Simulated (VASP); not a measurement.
Write the native input for VASP 6.6.1 that does the following.

- Task: single point
- Functional: revPBE
- Potentials or basis: VASP PAW PBE potentials, release 64 (Ge_d)
- Cutoff: 520 eV
- k mesh: 8 × 8 × 8
- Occupations: fermi-dirac, width 0.05 eV
- Spin: no spin polarisation
- Dipole correction: no
- Further INCAR settings: ALGO = Normal; EDIFF = 1e-06; NBANDS = 21

The structure of Ge lies in POSCAR:

```
Ge
1.0
    0.0000000000      2.8289100000      2.8289100000
    2.8289100000      0.0000000000      2.8289100000
    2.8289100000      2.8289100000      0.0000000000
Ge
2
Direct
    0.7500000000      0.7500000000      0.7500000000
    0.5000000000      0.5000000000      0.5000000000
```

These files were run (other wordings do the same):

INCAR

```
SYSTEM = Ge
PREC = Accurate
ENCUT = 520
EDIFF = 1E-6
ISMEAR = -1
SIGMA = 0.05
LREAL = .False.
LASPH = .True.
NELM = 60
ALGO = Normal
ISIF = 2
LWAVE = .False.
LCHARG = .False.
GGA = RE
NBANDS = 21
```

KPOINTS

```
Automatic mesh
0
Gamma
  8 8 8
  0 0 0
```

Potentials or basis: VASP PAW PBE potentials, release 64 (Ge_d).

The run is started by

```sh
$ cat potpaw_PBE.64/Ge_d/POTCAR > POTCAR
$ mpirun -np 1 vasp_std > vasp.out
```

It gave:

- Pressure: 4.7 GPa
- Band gap on the k mesh: 0.12 eV, direct

Caveat: the PAW data sets were made with another functional, which shifts forces and pressure a little.

Run time: 14 s on 1 thread of Intel(R) Xeon(R) 6975P-C (Granite Rapids), with other jobs on the host, peak memory 0.17 GiB.
